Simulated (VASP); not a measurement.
# Y (P6_3/mmc) in VASP: further runs

Runs on Y. Level: revPBE. Tasks: single point.

Program: VASP 6.6.1. These are calculated values, not measurements. Logs are shortened: lines on timing, memory, paths and dates and some standing lists are left out, and cuts for length are marked.

### 1 The cell of the first run

The structure is hexagonal, space group P6_3/mmc (No. 194). Conventional cell: a = 3.734 Å, b = 3.734 Å, c = 5.833 Å, α = 90.00°, β = 90.00°, γ = 120.00°. Within 4.8 Å of Y (site symmetry -6m2) lie 12 Y at 3.63 to 3.73 Å.

### 2 Single point, revPBE (volume scaled by 1.04)

INCAR

```
SYSTEM = Y
PREC     = Accurate       ! precision mode
ENCUT    = 520            ! plane-wave cutoff, eV
EDIFF    = 1E-6           ! SCF threshold, eV
ISMEAR   = -1             ! smearing method
SIGMA    = 0.1            ! smearing width, eV
LREAL    = .FALSE.        ! projectors in reciprocal space
LASPH    = .TRUE.         ! aspherical terms in the spheres
NELM     = 60             ! most SCF steps
ALGO     = Normal         ! electronic algorithm
ISIF     = 2              ! what is computed and relaxed
LWAVE    = .FALSE.        ! write WAVECAR
LCHARG   = .TRUE.         ! write CHGCAR
GGA      = RE             ! functional
LELF     = .TRUE.         ! ELF
LVHAR    = .TRUE.       
NBANDS   = 18             ! bands
```

KPOINTS

```
regular mesh
0
G
  16 16 9
  0 0 0
```

POSCAR

```
Y
1.0
    3.7341831819      0.0000000000      0.0000000000
   -1.8670915909      3.2338974979      0.0000000000
    0.0000000000      0.0000000000      5.8325501241
Y
2
Direct
    0.3333333333      0.6666666667      0.2500000000
    0.6666666667      0.3333333333      0.7500000000
```

Potentials or basis: VASP PAW PBE potentials, release 64 (Y_sv).

Run with:

```console
$ cat potpaw_PBE.64/Y_sv/POTCAR > POTCAR
$ mpirun -np 1 vasp_std > vasp.out
```

OUTCAR:

```text
SYSTEM = Y
   PREC = Accurate
   ENCUT = 520
   EDIFF = 1E-6
   ISMEAR = -1
   LREAL = .FALSE.
   LASPH = .TRUE.
   NELM = 60
   ISIF = 2
   GGA = RE

 ion  position               nearest neighbor table
   1  0.333  0.667  0.250-   2 3.63   2 3.63   2 3.63   2 3.63   2 3.63   2 3.63
   2  0.667  0.333  0.750-   1 3.63   1 3.63   1 3.63   1 3.63   1 3.63   1 3.63

  LATTYP: Found a hexagonal cell.
 ALAT       =     3.7341831819
 C/A-ratio  =     1.5619346561

  Lattice vectors:

 A1 = (   3.7341831819,   0.0000000000,   0.0000000000)
 A2 = (  -1.8670915909,   3.2338974979,   0.0000000000)
 A3 = (   0.0000000000,   0.0000000000,   5.8325501241)

Analysis of symmetry for initial positions (statically):
=====================================================================
 Subroutine PRICEL returns:
 Original cell was already a primitive cell.

 Routine SETGRP: Setting up the symmetry group for a
 hexagonal supercell.

 Subroutine GETGRP returns: Found 24 space group operations
 (whereof 12 operations were pure point group operations)
 out of a pool of 24 trial point group operations.

The static configuration has the point symmetry D_3d.
 The point group associated with its full space group is D_6h.

Analysis of symmetry for dynamics (positions and initial velocities):
=====================================================================
 Subroutine PRICEL returns:
 Original cell was already a primitive cell.

 Routine SETGRP: Setting up the symmetry group for a
 hexagonal supercell.

 Subroutine GETGRP returns: Found 24 space group operations
 (whereof 12 operations were pure point group operations)
 out of a pool of 24 trial point group operations.

The dynamic configuration has the point symmetry D_3d.
 The point group associated with its full space group is D_6h.

 Subroutine INISYM returns: Found 24 space group operations
 (whereof 12 operations are pure point group operations),
 and found     1 'primitive' translations

----------------------------------------------------------------------------------------

                                     Primitive cell

  volume of cell :      70.4337

  direct lattice vectors                    reciprocal lattice vectors
     3.734183182  0.000000000  0.000000000     0.267796182  0.154612198  0.000000000
    -1.867091591  3.233897498  0.000000000     0.000000000  0.309224396  0.000000000
     0.000000000  0.000000000  5.832550124     0.000000000  0.000000000  0.171451591

  length of vectors
     3.734183182  3.734183182  5.832550124     0.309224396  0.309224396  0.171451591

  position of ions in fractional coordinates (direct lattice)
     0.333333333  0.666666667  0.250000000
     0.666666667  0.333333333  0.750000000

  ion indices of the primitive-cell ions
   primitive index   ion index
                 1           1
                 2           2

----------------------------------------------------------------------------------------

 KPOINTS: regular mesh

Automatic generation of k-mesh.
 Grid dimensions read from file:
 generate k-points for:   16   16    9

 Generating k-lattice:

  Cartesian coordinates                     Fractional coordinates (reciprocal lattice)
     0.016737261  0.009663262  0.000000000     0.062500000  0.000000000  0.000000000
     0.000000000  0.019326525  0.000000000     0.000000000  0.062500000  0.000000000
     0.000000000  0.000000000  0.019050177     0.000000000  0.000000000  0.111111111

  Length of vectors
     0.019326525  0.019326525  0.019050177

  Shift w.r.t. Gamma in fractional coordinates (k-lattice)
     0.000000000  0.000000000  0.000000000

 Subroutine IBZKPT returns following result:
 ===========================================

 Found    150 irreducible k-points:

 Following reciprocal coordinates:
            Coordinates               Weight
  0.000000  0.000000  0.000000      1.000000
  0.062500 -0.000000  0.000000      6.000000
  0.125000 -0.000000  0.000000      6.000000
  0.187500  0.000000  0.000000      6.000000
  0.250000 -0.000000  0.000000      6.000000
  0.312500 -0.000000  0.000000      6.000000
[... 16 lines left out ...]
  0.187500  0.187500  0.000000      6.000000
  0.250000  0.187500  0.000000     12.000000
 [... further k-points ...]
   k-points           NKPTS =    150   k-points in BZ     NKDIM =    150   number of bands    NBANDS=     18
   number of dos      NEDOS =    301   number of ions     NIONS =      2
   total plane-waves  NPLWV =  37632
   dimension x,y,z NGX =    28 NGY =   28 NGZ =   48
   dimension x,y,z NGXF=    56 NGYF=   56 NGZF=   96
   ions per type =               2
   NGX,Y,Z   is equivalent  to a cutoff of  12.47, 12.47, 13.68 a.u.
   NGXF,Y,Z  is equivalent  to a cutoff of  24.93, 24.93, 27.36 a.u.
 SYSTEM =  Y
   PREC   = accura    normal or accurate (medium, high low for compatibility)
   ISTART =      0    job   : 0-new  1-cont  2-samecut
   ICHARG =      2    charge: 1-file 2-atom 10-const
   ISPIN  =      1    spin polarized calculation?
   LNONCOLLINEAR =      F non collinear calculations
   LSORBIT =      F    spin-orbit coupling
   LASPH  =      T    aspherical Exc in radial PAW
   ENCUT  =  520.0 eV  38.22 Ry    6.18 a.u.   6.94  6.94 10.84*2*pi/ulx,y,z
   NELM   =     60;   NELMIN=  2; NELMDL= -5     # of ELM steps
   EDIFF  = 0.1E-05   stopping-criterion for ELM
   LREAL  =      F    real-space projection
   EDIFFG = 0.1E-04   stopping-criterion for IOM
   NSW    =      0    number of steps for IOM
   IBRION =     -1    ionic relax: 0-MD 1-quasi-New 2-CG
   NFREE  =      0    steps in history (QN), initial steepest desc. (CG)
   ISIF   =      2    stress and relaxation
   ISYM   =      2    0-nonsym 1-usesym 2-fastsym
   POTIM  = 0.5000    time-step for ionic-motion
   TEBEG  =    0.0;   TEEND  =   0.0 temperature during run
   PSTRESS=    0.0 pullay stress
   NELECT =      22.0000    total number of electrons
   NUPDOWN=      -1.0000    fix difference up-down
   EMIN   =  10.00;   EMAX   =-10.00  energy-range for DOS
   EFERMI =   0.00;   METHOD = LEGACY
   ISMEAR =    -1;   SIGMA  =   0.10  broadening in eV -4-tet -1-fermi 0-gaus
   EFERMI_NEDOS =   21; number of points for ismear=-14 and -15
   IALGO  =     38    algorithm
   IMIX   =      4    mixing-type and parameters
     AMIX     =   0.40;   BMIX     =  1.00
     AMIX_MAG =   1.60;   BMIX_MAG =  1.00
  volume/ion in A,a.u.               =      35.22       237.65
  Fermi-wavevector in a.u.,A,eV,Ry     =   1.110765  2.099042 16.786860  1.233799
  Thomas-Fermi vector in A             =   2.247321
   LORBIT       =      0    0 simple, 1 ext, 2 COOP (PROOUT), +10 PAW based schemes
   GGA     = RE    functional components
   LHFCALC =     F    Hartree Fock is set to
   AEXX    =    0.0000 exact exchange contribution
   IVDW    =     0    specifies the selected vdW correction
   LEPSILON=     F    determine dielectric tensor
   LRPA    =     F    only Hartree local field effects (RPA)
 non-spin polarized calculation
  energy-cutoff  :      520.00
  volume of cell :       70.43
 maximum number of plane-waves:      1914
 NGX is ok and might be reduce to    28
   NGX = 13   NGY = 13   NGZ = 21

 number of electron      22.0000000 magnetization

 Free energy of the ion-electron system (eV)
  ---------------------------------------------------
  ext. energy  EPLUGINS =         0.00000000
  ---------------------------------------------------
  free energy    TOTEN  =       -12.39183684 eV

  energy without entropy =      -12.26389382  energy(sigma->0) =      -12.32786533

 E-fermi :   2.7386     XC(G=0):  -9.0944

 val. band max:        2.7380451743   @ k =   0.2500   0.1250   0.0000
 cond. band min:       2.7417100419   @ k =   0.1250   0.1250   0.1111
 fundamental gap:      0.0036648676
 Fermi energy:         2.7385833096

 k-point     1 :       0.0000    0.0000    0.0000
  band No.  band energies     occupation
      1     -40.1584      2.00000
      2     -40.1040      2.00000
      3     -20.3552      2.00000
      4     -19.9822      2.00000
      5     -19.9822      2.00000
      6     -19.9095      2.00000
[... 10 lines left out ...]
     17       5.3692      0.00000
     18       5.3692      0.00000

 k-point     2 :       0.0625   -0.0000    0.0000
  band No.  band energies     occupation
      1     -40.1570      2.00000
      2     -40.1036      2.00000
      3     -20.3497      2.00000
      4     -19.9929      2.00000
      5     -19.9859      2.00000
      6     -19.9209      2.00000
[... 10 lines left out ...]
     17       5.2635      0.00000
     18       5.2953      0.00000

 k-point     3 :       0.1250   -0.0000    0.0000
  band No.  band energies     occupation
      1     -40.1530      2.00000
      2     -40.1022      2.00000
      3     -20.3338      2.00000
      4     -20.0235      2.00000
      5     -19.9964      2.00000
      6     -19.9529      2.00000
[... 10 lines left out ...]
     17       5.1524      0.00000
     18       5.2597      0.00000

 k-point     4 :       0.1875    0.0000    0.0000
  band No.  band energies     occupation
      1     -40.1468      2.00000
      2     -40.1004      2.00000
      3     -20.3086      2.00000
      4     -20.0696      2.00000
      5     -20.0116      2.00000
      6     -19.9998      2.00000
[... 10 lines left out ...]
     17       5.4411      0.00000
     18       5.5751      0.00000

 k-point     5 :       0.2500   -0.0000    0.0000
  band No.  band energies     occupation
      1     -40.1391      2.00000
      2     -40.0986      2.00000
      3     -20.2761      2.00000
      4     -20.1242      2.00000
      5     -20.0536      2.00000
      6     -20.0290      2.00000
[... 10 lines left out ...]
     17       5.7924      0.00000
     18       5.9904      0.00000

 k-point     6 :       0.3125   -0.0000    0.0000
  band No.  band energies     occupation
      1     -40.1310      2.00000
      2     -40.0973      2.00000
      3     -20.2393      2.00000
      4     -20.1791      2.00000
      5     -20.1059      2.00000
      6     -20.0459      2.00000
[... 10 lines left out ...]
     17       6.2213      0.00000
     18       6.4720      0.00000

 k-point     7 :       0.3750    0.0000    0.0000
  band No.  band energies     occupation
      1     -40.1234      2.00000
      2     -40.0968      2.00000
      3     -20.2257      2.00000
      4     -20.2023      2.00000
      5     -20.1491      2.00000
      6     -20.0599      2.00000
[... 10 lines left out ...]
     17       6.7464      0.00000
     18       6.9677      0.00000

 k-point     8 :       0.4375    0.0000    0.0000
  band No.  band energies     occupation
      1     -40.1177      2.00000
      2     -40.0972      2.00000
      3     -20.2569      2.00000
      4     -20.1775      2.00000
      5     -20.1716      2.00000
      6     -20.0692      2.00000
[... 10 lines left out ...]
     17       7.3882      0.00000
     18       7.4406      0.00000
[... 229 lines left out ...]
     17       6.3263      0.00000
     18       6.8743      0.00000

 k-point    20 :       0.3125    0.1250    0.0000
  band No.  band energies     occupation
      1     -40.1211      2.00000
      2     -40.0969      2.00000
      3     -20.2169      2.00000
      4     -20.1904      2.00000
      5     -20.1546      2.00000
      6     -20.0708      2.00000
[... 10 lines left out ...]
     17       6.8480      0.00000
     18       7.4156      0.00000

 k-point    21 :       0.3750    0.1250    0.0000
  band No.  band energies     occupation
      1     -40.1155      2.00000
      2     -40.0975      2.00000
      3     -20.2457      2.00000
      4     -20.1705      2.00000
      5     -20.1594      2.00000
      6     -20.0880      2.00000
[... 10 lines left out ...]
     17       7.2363      0.00000
     18       7.6948      0.00000

 k-point    22 :       0.4375    0.1250    0.0000
  band No.  band energies     occupation
      1     -40.1132      2.00000
      2     -40.0980      2.00000
      3     -20.2557      2.00000
      4     -20.1760      2.00000
      5     -20.1458      2.00000
      6     -20.0940      2.00000
[... 10 lines left out ...]
     17       7.3877      0.00000
     18       7.7018      0.00000

 k-point    23 :       0.1875    0.1875    0.0000
  band No.  band energies     occupation
      1     -40.1290      2.00000
      2     -40.0971      2.00000
      3     -20.2302      2.00000
      4     -20.1475      2.00000
      5     -20.1463      2.00000
      6     -20.0374      2.00000
[... 10 lines left out ...]
     17       6.2775      0.00000
     18       6.8713      0.00000

 k-point    24 :       0.2500    0.1875    0.0000
  band No.  band energies     occupation
      1     -40.1218      2.00000
      2     -40.0968      2.00000
      3     -20.1946      2.00000
      4     -20.1908      2.00000
      5     -20.1611      2.00000
      6     -20.0640      2.00000
[... 10 lines left out ...]
     17       6.7533      0.00000
     18       7.4054      0.00000

 [... further k-points ...]
[... 5 lines left out ...]
  --------------------------------------------------------------------------------------
  -------------------------------------------------------------------------------------
  Total       -0.6604056     -0.6604056     -0.6445408     -0.0000000      0.0000000      0.0000000
  in kB      -15.0224578    -15.0224578    -14.6615758     -0.0000000      0.0000000      0.0000000
  external PRESSURE =     -14.9021638 kB  Pullay stress =       0.0000000 kB

 VOLUME and BASIS-vectors are now :
 -----------------------------------------------------------------------------
  energy-cutoff  :      520.00
  volume of cell :       70.43
      direct lattice vectors                 reciprocal lattice vectors
     3.734183182  0.000000000  0.000000000     0.267796182  0.154612198  0.000000000
    -1.867091591  3.233897498  0.000000000     0.000000000  0.309224396  0.000000000
     0.000000000  0.000000000  5.832550124     0.000000000  0.000000000  0.171451591

 POSITION                                       TOTAL-FORCE (eV/Angst)
 -----------------------------------------------------------------------------------
     -0.00000      2.15593      1.45814         0.000000      0.000000      0.000000
      1.86709      1.07797      4.37441        -0.000000     -0.000000      0.000000
 -----------------------------------------------------------------------------------
    total drift:                                0.000000     -0.000000      0.000000

  FREE ENERGIE OF THE ION-ELECTRON SYSTEM (eV)
  ---------------------------------------------------
  free  energy   TOTEN  =       -12.3918368428 eV

  energy  without entropy=      -12.2638938202  energy(sigma->0) =      -12.32786533
```

Wall time 71 s (1 thread of Intel Xeon 6975P-C (Granite Rapids), shared host); peak memory 0.32 GiB.

Results:

| Property | Result |
| --- | --- |
| Free energy | -12.3918 eV |
| Pressure | -1.5 GPa |
| Band gap on the k mesh | zero (band 11 reaches 3.55 eV, above the bottom of band 12 at 2.25 eV) |

Levels at points of the mesh, in eV from the Fermi level:
```csv
k point,band 8,band 9,band 10,band 11,band 12,band 13,band 14,band 15
"(0.00, 0.00, 0.00)",-22.62,-4.56,-1.73,0.70,1.70,1.70,2.00,2.26
"(0.50, 0.00, 0.00)",-22.69,-1.64,-1.06,-0.70,-0.22,1.31,1.43,1.96
```

Caveat: the cell differs from its parent crystal (volume scaled by 1.04); the PAW data sets were made with another functional, which shifts forces and pressure a little.

### 3 Single point, revPBE

This run uses another cell than the first one, of 33.86 Å³/atom, 0.962 times its volume.

INCAR

```
SYSTEM = Y
PREC     = Accurate       ! precision mode
ENCUT    = 500            ! plane-wave cutoff, eV
EDIFF    = 1E-6           ! SCF threshold, eV
ISMEAR   = -1             ! smearing method
SIGMA    = 0.1            ! smearing width, eV
LREAL    = .False.        ! projectors in reciprocal space
LASPH    = .True.         ! aspherical terms in the spheres
NELM     = 120            ! most SCF steps
ALGO     = Normal         ! electronic algorithm
ISIF     = 2              ! what is computed and relaxed
LWAVE    = .False.        ! write WAVECAR
LCHARG   = .False.        ! write CHGCAR
GGA      = RE             ! functional
NBANDS   = 18             ! bands
GGA_COMPAT= .False.
```

KPOINTS

```
regular mesh
0
Gamma
  5 5 3
  0 0 0
```

POSCAR

```
Y
1.0
    3.6856818072      0.0000000000      0.0000000000
   -1.8428409036      3.1918940753      0.0000000000
    0.0000000000      0.0000000000      5.7567941492
Y
2
Direct
    0.3333333333      0.6666666667      0.2500000000
    0.6666666667      0.3333333333      0.7500000000
```

Potentials or basis: VASP PAW PBE potentials, release 64 (Y_sv).

Run with:

```console
$ cat potpaw_PBE.64/Y_sv/POTCAR > POTCAR
$ mpirun -np 1 vasp_std > vasp.out
```

It took 11 s on 1 thread of Intel Xeon 6975P-C (Granite Rapids), shared host; peak memory 0.18 GiB.

The run converged. Its results:

```yaml
Free_energy: -12.3819 eV
Pressure: 0.0 GPa
Band_gap_on_the_k_mesh: zero (band 11 reaches 3.72 eV, above the bottom of band 12 at 2.54 eV)
```

Stress tensor (GPa, compression positive):
```
 0.21  0.00  0.00
 0.00  0.21  0.00
 0.00  0.00 -0.33
```

Levels at points of the mesh, in eV from the Fermi level:
| k point | band 7 | band 8 | band 9 | band 10 | band 11 | band 12 | band 13 | band 14 | band 15 | band 16 |
| --- | --- | --- | --- | --- | --- | --- | --- | --- | --- | --- |
| (0.00, 0.00, 0.00) | -22.50 | -22.48 | -4.62 | -1.77 | 0.81 | 1.76 | 1.76 | 2.07 | 2.35 | 2.35 |

Caveat: the k points lie up to 0.39 Å⁻¹ apart; the PAW data sets were made with another functional, which shifts forces and pressure a little.
